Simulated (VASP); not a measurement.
TaH3: single point with PBE

Crystal: TaH3.

```xyz
16
Lattice="-3.3147 3.3147 3.3147 3.3147 -3.3147 3.3147 3.3147 3.3147 -3.3147" Properties=species:S:1:pos:R:3 pbc="T T T"
Ta    1.6573    1.6573    1.6573
Ta    1.6573    1.6573   -1.6573
Ta    1.6573   -1.6573    1.6573
Ta   -1.6573    1.6573    1.6573
H     3.3147    2.2538    1.0657
H     1.0657    3.3147    2.2538
H     2.2538    1.0657    3.3147
H     3.3147    2.2538   -1.0657
H     4.3803    0.0000    1.0609
H     1.0609    2.2490    0.0000
H     0.0000    1.0609    4.3803
H     2.2490    0.0000    1.0609
H     2.2538   -1.0657    3.3147
H     0.0000    1.0609    2.2490
H    -1.0657    3.3147    2.2538
H     1.0609    4.3803    0.0000
```

- Program: VASP 6.6.1
- Task: single point
- Functional: PBE
- Potentials or basis: VASP PAW PBE potentials, release 64 (Ta_pv, H)
- Cutoff: 520 eV
- k mesh: 4 × 4 × 4
- Occupations: gaussian, width 0.1 eV
- Spin: no spin polarisation

```yaml
Pressure: -0.1 GPa
Largest_force: 0.047 eV/Å
Band_gap_on_the_k_mesh: zero (band 28 reaches 2.76 eV, above the bottom of band 29 at 2.39 eV)
```

Forces on the atoms (eV/Å):
```
Ta   0.000  0.000  0.000
Ta   0.000  0.000  0.000
Ta   0.000  0.000  0.000
Ta   0.000  0.000  0.000
H    0.000  0.039 -0.027
H   -0.027  0.000  0.039
H    0.039 -0.027  0.000
H    0.000  0.039  0.027
H   -0.027  0.000 -0.039
H   -0.039  0.027  0.000
H    0.000 -0.039 -0.027
H    0.027  0.000 -0.039
H    0.039  0.027  0.000
H    0.000 -0.039  0.027
H    0.027  0.000  0.039
H   -0.039 -0.027  0.000
```

Levels at points of the mesh, in eV from the Fermi level:
```
           k point  band 25  band 26  band 27  band 28  band 29  band 30  band 31  band 32
(0.00, 0.00, 0.00)    -2.41    -2.11    -2.11     0.32     0.32     0.32     1.04     1.04
(0.50, 0.00, 0.00)    -0.95    -0.59    -0.24    -0.19     0.16     0.27     0.45     0.51
(0.50, 0.50, 0.50)    -0.87    -0.87    -0.87     0.04     0.04     0.04     0.56     0.56
```

It took 77 s on 1 thread of AMD EPYC 9R45 96-Core Processor (Zen 5) (shared host), peak memory 0.29 GiB.

Caveat: spin-orbit coupling is left out, which moves the levels of the heavy elements.
